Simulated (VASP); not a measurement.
# As (P-1) in VASP: notebook

The runs below take As through single point, with PBE0, B3LYP, PBE-based screened hybrid with 30 % exact exchange.

All numbers are computed with VASP 6.6.1; they aren't measurements. Logs are shortened: lines on timing, memory, paths and dates and some standing lists are left out, and cuts for length are marked.

### Step 1. The cell of the first run

The typed cell holds 1 atom: a = 2.999 Å, b = 2.598 Å, c = 2.582 Å, α = 78.73°, β = 76.84°, γ = 93.49°.

### Step 2. Single point, PBE0

POSCAR

```
As
1.0
    2.9794804000     -0.1006165900      0.3237709600
   -0.1006165900      2.5830128800      0.2618843200
    0.3237709600      0.2618843200      2.5485519600
As
1
Direct
    0.5000000000      0.5000000000      0.5000000000
```

INCAR.step1

```
SYSTEM = As
  PREC = Accurate
  ENCUT = 400
  EDIFF = 1E-5
  ISMEAR = -1
  SIGMA = 0.05
  LREAL = .False.
  LASPH = .True.
  NELM = 120
  ALGO = Normal
  ISIF = 2
  LWAVE = .True.
  LCHARG = .False.
  NBANDS = 8
  GGA = PE
  GGA_COMPAT = .False.
```

INCAR.step2

```
SYSTEM = As
  PREC = Accurate
  ENCUT = 400
  EDIFF = 1E-6
  ISMEAR = -1
  SIGMA = 0.05
  LREAL = .False.
  LASPH = .True.
  NELM = 120
  ALGO = Normal
  ISIF = 2
  LWAVE = .False.
  LCHARG = .False.
  GGA = PE
  LHFCALC = .True.
  AEXX = 0.25
  PRECFOCK = Normal
  NBANDS = 8
  ISTART = 1
  GGA_COMPAT = .False.
```

KPOINTS

```
Automatic mesh
0
Gamma
  5 5 6
  0 0 0
```

Potentials or basis: VASP PAW PBE potentials, release 64 (As).

Launch:

```sh
$ cat potpaw_PBE.64/As/POTCAR > POTCAR
$ cp INCAR.step1 INCAR
$ mpirun -np 1 vasp_std > vasp.out
$ cp INCAR.step2 INCAR
$ mpirun -np 1 vasp_std > vasp.out
```

OUTCAR:

```text
SYSTEM = As
   PREC = Accurate
   ENCUT = 400
   EDIFF = 1E-6
   ISMEAR = -1
   LREAL = .False.
   LASPH = .True.
   NELM = 120
   ISIF = 2
   GGA = PE
   LHFCALC = .True.
   AEXX = 0.25
   PRECFOCK = Normal
   ISTART = 1

 ion  position               nearest neighbor table
   1  0.500  0.500  0.500-

  LATTYP: Found a triclinic cell.
 ALAT       =     5.6561247992
 B/A-ratio  =     0.6800035884
 C/A-ratio  =     0.9385301920
 COS(alpha) =     0.0061830983
 COS(beta)  =     0.5422128882
 COS(gamma) =     0.8271459042

  Lattice vectors:

 A1 = (   2.4544762600,   4.8035248500,  -1.7010123600)
 A2 = (   2.8788638100,   2.4823962900,   0.5856552800)
 A3 = (  -0.7481585100,   2.0592442400,  -4.8352196000)

Analysis of symmetry for initial positions (statically):
=====================================================================
 Subroutine PRICEL returns:
 Original cell was already a primitive cell.

 Routine SETGRP: Setting up the symmetry group for a
 triclinic supercell.

 Subroutine GETGRP returns: Found  2 space group operations
 (whereof  2 operations were pure point group operations)
 out of a pool of  2 trial point group operations.

The static configuration has the point symmetry S_2 .

Analysis of symmetry for dynamics (positions and initial velocities):
=====================================================================
 Subroutine PRICEL returns:
 Original cell was already a primitive cell.

 Routine SETGRP: Setting up the symmetry group for a
 triclinic supercell.

 Subroutine GETGRP returns: Found  2 space group operations
 (whereof  2 operations were pure point group operations)
 out of a pool of  2 trial point group operations.

The dynamic configuration has the point symmetry S_2 .

 Subroutine INISYM returns: Found  2 space group operations
 (whereof  2 operations are pure point group operations),
 and found     1 'primitive' translations

----------------------------------------------------------------------------------------

                                     Primitive cell

  volume of cell :      19.0958

  direct lattice vectors                    reciprocal lattice vectors
     2.979480400 -0.100616590  0.323770960     0.341141460  0.017868729 -0.045175158
    -0.100616590  2.583012880  0.261884320     0.017868729  0.392156622 -0.042567327
     0.323770960  0.261884320  2.548551960    -0.045175158 -0.042567327  0.402492920

  length of vectors
     2.998708853  2.598203732  2.582349342     0.344583201  0.394864642  0.407250934

  position of ions in fractional coordinates (direct lattice)
     0.500000000  0.500000000  0.500000000

  ion indices of the primitive-cell ions
   primitive index   ion index
                 1           1

----------------------------------------------------------------------------------------

 KPOINTS: Automatic mesh

Automatic generation of k-mesh.
 Grid dimensions read from file:
 generate k-points for:    5    5    6

 Generating k-lattice:

  Cartesian coordinates                     Fractional coordinates (reciprocal lattice)
     0.068228292  0.003573746 -0.009035032     0.200000000  0.000000000 -0.000000000
     0.003573746  0.078431324 -0.008513465     0.000000000  0.200000000  0.000000000
    -0.007529193 -0.007094555  0.067082153     0.000000000  0.000000000  0.166666667

  Length of vectors
     0.068916640  0.078972928  0.067875156

  Shift w.r.t. Gamma in fractional coordinates (k-lattice)
     0.000000000  0.000000000  0.000000000

 Subroutine IBZKPT returns following result:
 ===========================================

 Found     76 irreducible k-points:

 Following reciprocal coordinates:
            Coordinates               Weight
  0.000000  0.000000  0.000000      1.000000
  0.200000  0.000000  0.000000      2.000000
  0.400000 -0.000000  0.000000      2.000000
 -0.000000  0.200000 -0.000000      2.000000
  0.200000  0.200000  0.000000      2.000000
  0.400000  0.200000  0.000000      2.000000
[... 16 lines left out ...]
 -0.200000  0.200000  0.166667      2.000000
  0.000000  0.400000  0.166667      2.000000
 [... further k-points ...]
   k-points           NKPTS =     76   k-points in BZ     NKDIM =    150   number of bands    NBANDS=      8
   number of dos      NEDOS =    301   number of ions     NIONS =      1
   total plane-waves  NPLWV =   6480
   dimension x,y,z NGX =    20 NGY =   18 NGZ =   18
   dimension x,y,z NGXF=    40 NGYF=   36 NGZF=   36
   ions per type =               1
   NGX,Y,Z   is equivalent  to a cutoff of  11.09, 11.52, 11.59 a.u.
   NGXF,Y,Z  is equivalent  to a cutoff of  22.18, 23.03, 23.18 a.u.
 SYSTEM =  As
   PREC   = accura    normal or accurate (medium, high low for compatibility)
   ISTART =      1    job   : 0-new  1-cont  2-samecut
   ICHARG =      0    charge: 1-file 2-atom 10-const
   ISPIN  =      1    spin polarized calculation?
   LNONCOLLINEAR =      F non collinear calculations
   LSORBIT =      F    spin-orbit coupling
   LASPH  =      T    aspherical Exc in radial PAW
   ENCUT  =  400.0 eV  29.40 Ry    5.42 a.u.   4.89  4.24  4.21*2*pi/ulx,y,z
   NELM   =    120;   NELMIN=  2; NELMDL=  0     # of ELM steps
   EDIFF  = 0.1E-05   stopping-criterion for ELM
   LREAL  =      F    real-space projection
   EDIFFG = 0.1E-04   stopping-criterion for IOM
   NSW    =      0    number of steps for IOM
   IBRION =     -1    ionic relax: 0-MD 1-quasi-New 2-CG
   NFREE  =      0    steps in history (QN), initial steepest desc. (CG)
   ISIF   =      2    stress and relaxation
   ISYM   =      3    0-nonsym 1-usesym 2-fastsym
   POTIM  = 0.5000    time-step for ionic-motion
   TEBEG  =    0.0;   TEEND  =   0.0 temperature during run
   PSTRESS=    0.0 pullay stress
   NELECT =       5.0000    total number of electrons
   NUPDOWN=      -1.0000    fix difference up-down
   EMIN   =  10.00;   EMAX   =-10.00  energy-range for DOS
   EFERMI =   0.00;   METHOD = LEGACY
   ISMEAR =    -1;   SIGMA  =   0.05  broadening in eV -4-tet -1-fermi 0-gaus
   EFERMI_NEDOS =   21; number of points for ismear=-14 and -15
   IALGO  =     38    algorithm
   IMIX   =      1    mixing-type and parameters
     AMIX     =   0.40;   BMIX     =  1.00
     AMIX_MAG =   1.60;   BMIX_MAG =  1.00
  volume/ion in A,a.u.               =      19.10       128.86
  Fermi-wavevector in a.u.,A,eV,Ry     =   1.047335  1.979177 14.924385  1.096911
  Thomas-Fermi vector in A             =   2.182211
   LORBIT       =      0    0 simple, 1 ext, 2 COOP (PROOUT), +10 PAW based schemes
   GGA     = PE    functional components
   LHFCALC =     T    Hartree Fock is set to
   PRECFOCK=normal    Normal, Fast or Accurate (Low or Medium for compatibility)
   ENCUT4O =  -1.0   cutoff for four orbital integrals eV
   NKREDX  =     1    reduce k-point grid by
   NKREDY  =     1    reduce k-point grid by
   NKREDZ  =     1    reduce k-point grid by
   AEXX    =    0.2500 exact exchange contribution
   HFSCREEN=    0.0000 screening length (either q_TF or 0.3 A-1)
   HFSCREENC=   0.0000 screening length for correlation (either q_TF or 0.3 A-1)
   ENCUTFOCK=  -1.0 apply spherical cutoff to Coloumb kernel
   IVDW    =     0    specifies the selected vdW correction
   LEPSILON=     F    determine dielectric tensor
   LRPA    =     F    only Hartree local field effects (RPA)
 non-spin polarized calculation
  energy-cutoff  :      400.00
  volume of cell :       19.10
 maximum number of plane-waves:       354
  NGX = 16; NGY = 14; NGZ = 14

 number of electron       5.0000001 magnetization

 Free energy of the ion-electron system (eV)
  ---------------------------------------------------
  ext. energy  EPLUGINS =         0.00000000
  ---------------------------------------------------
  free energy    TOTEN  =        -5.73121891 eV

  energy without entropy =       -5.73120979  energy(sigma->0) =       -5.73121435

 E-fermi :   6.3686     XC(G=0):  -8.4070

 val. band max:        5.9307066973   @ k =   0.2000  -0.2000   0.1667
 cond. band min:       6.8223603431   @ k =   0.4000  -0.4000   0.3333
 fundamental gap:      0.8916536457
 Fermi energy:         6.3686386359

 k-point     1 :       0.0000    0.0000    0.0000
  band No.  band energies     occupation
      1     -11.4286      2.00000
      2       8.2381      0.00000
      3      13.1261      0.00000
      4      13.6989      0.00000
      5      14.7618      0.00000
      6      17.7144      0.00000
      7      20.6673      0.00000
      8      27.5136      0.00000

 k-point     2 :       0.2000    0.0000    0.0000
  band No.  band energies     occupation
      1     -10.8268      2.00000
      2       3.0091      2.00000
      3      13.3032      0.00000
      4      14.6799      0.00000
      5      18.1283      0.00000
      6      19.0291      0.00000
      7      21.4934      0.00000
      8      24.9814      0.00000

 k-point     3 :       0.4000   -0.0000    0.0000
  band No.  band energies     occupation
      1      -9.4450      2.00000
      2      -1.4443      2.00000
      3      13.6005      0.00000
      4      14.9675      0.00000
      5      18.2585      0.00000
      6      20.9990      0.00000
      7      24.3125      0.00000
      8      26.2311      0.00000

 k-point     4 :      -0.0000    0.2000   -0.0000
  band No.  band energies     occupation
      1     -10.4611      2.00000
      2       5.8636      1.99992
      3       9.0228      0.00000
      4      14.5624      0.00000
      5      14.8131      0.00000
      6      20.8583      0.00000
      7      23.4281      0.00000
      8      25.6229      0.00000

 k-point     5 :       0.2000    0.2000    0.0000
  band No.  band energies     occupation
      1      -9.7304      2.00000
      2       3.3468      2.00000
      3       5.9227      1.99973
      4      14.0396      0.00000
      5      20.4086      0.00000
      6      21.5983      0.00000
      7      24.0073      0.00000
      8      26.1430      0.00000
[... 177 lines left out ...]
 k-point    22 :      -0.4000    0.2000    0.1667
  band No.  band energies     occupation
      1      -7.9666      2.00000
      2      -0.3489      2.00000
      3       9.3491      0.00000
      4      11.2410      0.00000
      5      18.0801      0.00000
      6      20.2064      0.00000
      7      24.0982      0.00000
      8      25.2204      0.00000

 k-point    23 :      -0.2000    0.2000    0.1667
  band No.  band energies     occupation
      1      -9.3372      2.00000
      2       3.7581      2.00000
      3       9.0301      0.00000
      4      10.7594      0.00000
      5      18.7297      0.00000
      6      19.8002      0.00000
      7      21.9978      0.00000
      8      24.4775      0.00000

 k-point    24 :       0.0000    0.4000    0.1667
  band No.  band energies     occupation
      1      -7.6111      2.00000
      2       0.5870      2.00000
      3      10.9515      0.00000
      4      11.7958      0.00000
      5      17.5476      0.00000
      6      17.9078      0.00000
      7      19.8805      0.00000
      8      24.2052      0.00000

 [... further k-points ...]

------------------------ aborting loop because EDIFF is reached ----------------------------------------

  FORCE on cell =-STRESS in cart. coord.  units (eV):
  Direction    XX          YY          ZZ          XY          YZ          ZX
  --------------------------------------------------------------------------------------
  -------------------------------------------------------------------------------------
  Total       -0.8823146      0.8240529      1.0427929     -0.2028035     -1.1430431     -0.2330793
  in kB      -74.0281438     69.1398598     87.4926234    -17.0156652    -95.9038376    -19.5558682
  external PRESSURE =      27.5347798 kB  Pullay stress =       0.0000000 kB

 VOLUME and BASIS-vectors are now :
 -----------------------------------------------------------------------------
  energy-cutoff  :      400.00
  volume of cell :       19.10
      direct lattice vectors                 reciprocal lattice vectors
     2.979480400 -0.100616590  0.323770960     0.341141460  0.017868729 -0.045175158
    -0.100616590  2.583012880  0.261884320     0.017868729  0.392156622 -0.042567327
     0.323770960  0.261884320  2.548551960    -0.045175158 -0.042567327  0.402492920

 POSITION                                       TOTAL-FORCE (eV/Angst)
 -----------------------------------------------------------------------------------
      1.60132      1.37214      1.56710        -0.000000     -0.000000      0.000000
 -----------------------------------------------------------------------------------
    total drift:                                0.000000      0.000000      0.000000

  FREE ENERGIE OF THE ION-ELECTRON SYSTEM (eV)
  ---------------------------------------------------
  free  energy   TOTEN  =        -5.7312189073 eV

  energy  without entropy=       -5.7312097899  energy(sigma->0) =       -5.73121435
```

It took 12 min on 1 thread of AMD EPYC 7R13, shared host; peak memory 0.1 GiB.

Results:

| Quantity | Value |
| --- | --- |
| Free energy | -5.7312 eV |
| Pressure | 2.8 GPa |
| Band gap on the k mesh | zero (an odd number of electrons rules out a gap without spin polarisation) |

Stress tensor (GPa, compression positive):
```
-7.40 -1.70 -1.96
-1.70  6.91 -9.59
-1.96 -9.59  8.75
```

Levels at points of the mesh, in eV from the Fermi level:
| k point | band 1 | band 2 | band 3 | band 4 | band 5 | band 6 |
| --- | --- | --- | --- | --- | --- | --- |
| (0.00, 0.00, 0.00) | -17.80 | 1.87 | 6.76 | 7.33 | 8.39 | 11.35 |
| (0.00, 0.00, 0.50) | -12.75 | -8.72 | 3.26 | 8.21 | 8.31 | 12.92 |

Caveat: the k points lie up to 0.50 Å⁻¹ apart, too coarse for converged energies and pressures of a metal; the PAW data sets were made with another functional, which shifts forces and pressure a little; an odd number of electrons without spin polarisation forces a metal; a magnetic or distorted state may lie lower.

(Continued in part 2 of 2.)

The gap in the log of VASP goes by the Fermi energy; the results here count the filled bands.